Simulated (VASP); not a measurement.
The system is Na2Ru.

```xyz
6
Lattice="4.0404 0.0000 0.0000 0.0000 4.0404 0.0000 0.0000 0.0000 6.1649" Properties=species:S:1:pos:R:3 pbc="T T T"
Na    0.0000    0.0000    0.0000
Na    2.0202    2.0202    0.0000
Na    0.0000    2.0202    1.6645
Na    2.0202    0.0000    4.5003
Ru    0.0000    2.0202    4.3154
Ru    2.0202    0.0000    1.8495
```

* Program: VASP 6.6.1
* Task: relaxation of cell and atoms
* Functional: PBE
* Potentials or basis: VASP PAW PBE potentials, release 64 (Na_pv, Ru_pv)
* Cutoff: 600 eV
* k mesh: 4 × 4 × 4
* Occupations: gaussian, width 0.1 eV
* Spin: no spin polarisation

At the start: pressure 14.1 GPa; volume 16.77 Å³/atom.

Problem. How do energy, volume and symmetry change on relaxing?

Solution. Over 48 steps the energy falls by 803.7 meV/atom and the volume is 21.61 Å³/atom (+28.8 %); space group P4/nmm (No. 129, to 0.1 Å) before and after.

Step by step:
| step | energy change (eV) | largest force (eV/Å) | pressure (GPa) | volume (Å³) |
| --- | --- | --- | --- | --- |
| 1 | 0.0000 | 1.4966 | 14.11 | 100.64 |
| 3 | -1.3880 | 0.6084 | 0.12 | 131.41 |
| 5 | -1.5059 | 0.5580 | -0.72 | 134.31 |
| 7 | -1.8181 | 0.1312 | 1.03 | 123.63 |
| 9 | -1.9359 | 0.1973 | -0.03 | 127.24 |
| 11 | -1.9484 | 0.0720 | 0.07 | 126.81 |
| 13 | -1.9544 | 0.0879 | -0.42 | 128.44 |
| 15 | -1.9554 | 0.1130 | -0.87 | 129.62 |
| 17 | -1.9565 | 0.1186 | -0.89 | 129.65 |
| 19 | -1.9622 | 0.1448 | -1.02 | 129.79 |
| 21 | -1.9978 | 0.2654 | -1.47 | 130.31 |
| 23 | -2.5079 | 0.7965 | -1.81 | 132.24 |
| 25 | -2.7600 | 1.1250 | -0.88 | 132.89 |
| 27 | -2.7785 | 1.2045 | -0.58 | 133.05 |
| 29 | -3.2571 | 0.5969 | -1.30 | 132.63 |
| 31 | -3.8794 | 1.8792 | -2.39 | 130.01 |
| 33 | -4.2219 | 1.7241 | -1.01 | 125.22 |
| 35 | -4.4759 | 0.8235 | 3.51 | 117.88 |
| 37 | -4.7388 | 0.2638 | -0.14 | 128.45 |
| 39 | -4.7994 | 0.5797 | 0.23 | 129.75 |
| 41 | -4.8175 | 0.1293 | -0.21 | 130.09 |
| 43 | -4.8202 | 0.0740 | 0.11 | 129.48 |
| 45 | -4.8212 | 0.0523 | 0.07 | 129.49 |
| 47 | -4.8218 | 0.0550 | 0.02 | 129.55 |
| 48 | -4.8220 | 0.0163 | 0.07 | 129.65 |

Final structure:
```cif
data_structure
_symmetry_space_group_name_H-M 'P 1'
_symmetry_Int_Tables_number 1
_cell_length_a 3.5293
_cell_length_b 3.5293
_cell_length_c 10.4090
_cell_angle_alpha 90.000
_cell_angle_beta 90.000
_cell_angle_gamma 90.000
_cell_volume 129.65
loop_
_atom_site_label
_atom_site_type_symbol
_atom_site_fract_x
_atom_site_fract_y
_atom_site_fract_z
_atom_site_occupancy
Na1 Na 0.00000 0.00000 0.00000 1
Na2 Na 0.50000 0.50000 0.00000 1
Na3 Na 0.00000 0.50000 0.27055 1
Na4 Na 0.50000 0.00000 0.72945 1
Ru1 Ru 0.00000 0.50000 0.53655 1
Ru2 Ru 0.50000 0.00000 0.46345 1
```

Caveat: the k points lie up to 0.45 Å⁻¹ apart in the final cell; the volume moved by over 15 % at a fixed basis, so the end points are rough.
